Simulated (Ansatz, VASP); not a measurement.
**BiTe: VASP beside Ansatz**

```
Bi Te
1.0
     0.00000    3.22418    3.22418
     3.22418    0.00000    3.22418
     3.22418    3.22418    0.00000
Bi Te
1 1
Direct
  0.00000 0.00000 0.00000
  0.50000 0.50000 0.50000
```

Change from the starting cell: volume scaled by 0.99, crystal datasets.

Alike in both runs: task electric field gradients; functional LDA; k mesh 10 × 10 × 10; occupations fermi-dirac, width 0.08 eV; no spin polarisation.

```csv
,VASP,Ansatz
version,VASP 6.6.1,Ansatz 0.2.0
potentials or method,"VASP PAW LDA potentials, release 64 (Bi_d, Te), cutoff 520 eV","all-electron PAW with datasets made for the crystal, scalar-relativistic"
```

```tsv
	VASP	Ansatz	Ansatz less VASP
pressure (GPa)	-2.3	-2.3	-0.05
```

LDA's correlation is that of Perdew and Zunger in VASP and of Perdew and Wang (1992) in Ansatz. Ansatz ran all-electron here, and VASP with PAW potentials.

Neither program's run includes spin-orbit coupling.
